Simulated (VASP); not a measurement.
Wanted: the native input for a VASP 6.6.1 run.

- Task: single point
- Functional: PBE
- Potentials or basis: VASP PAW PBE potentials, release 64 (B, Bi_d)
- Cutoff: 520 eV
- k mesh: 8 × 8 × 8
- Occupations: fermi-dirac, width 0.02 eV
- Spin: no spin polarisation
- Dipole correction: no
- Further INCAR settings: ALGO = Normal; EDIFF = 1e-06; NBANDS = 16

The structure of BiB lies in POSCAR:

```
BiB
1.0
    0.0000000000      2.7448744634      2.7448744634
    2.7448744634      0.0000000000      2.7448744634
    2.7448744634      2.7448744634      0.0000000000
B Bi
1 1
Direct
    0.0000000000      0.0000000000      0.0000000000
    0.2500000000      0.2500000000      0.2500000000
```

One way to write it, as run:

INCAR

```
PREC = Accurate ; ENCUT = 520
EDIFF = 1E-6 ; ISMEAR = -1
SIGMA = 0.02 ; LREAL = F
LASPH = T ; NELM = 60
ALGO = Normal ; ISIF = 2
LWAVE = F ; LCHARG = F
GGA = PE ; NBANDS = 16
```

KPOINTS

```
Automatic mesh
0
Gamma
  8 8 8
```

Potentials or basis: VASP PAW PBE potentials, release 64 (B, Bi_d).

Command:

```console
$ cat potpaw_PBE.64/B/POTCAR potpaw_PBE.64/Bi_d/POTCAR > POTCAR
$ mpirun -np 1 vasp_std > vasp.out
```

It gave:

The pressure is 1.2 GPa and the band gap on the k mesh is 0.28 eV, direct.

Caveat: spin-orbit coupling is left out, which moves the levels of the heavy elements.

It took 21 s on 1 thread of Intel(R) Xeon(R) Platinum 8375C CPU @ 2.90GHz (Ice Lake), on a shared host, peak memory 0.17 GiB.
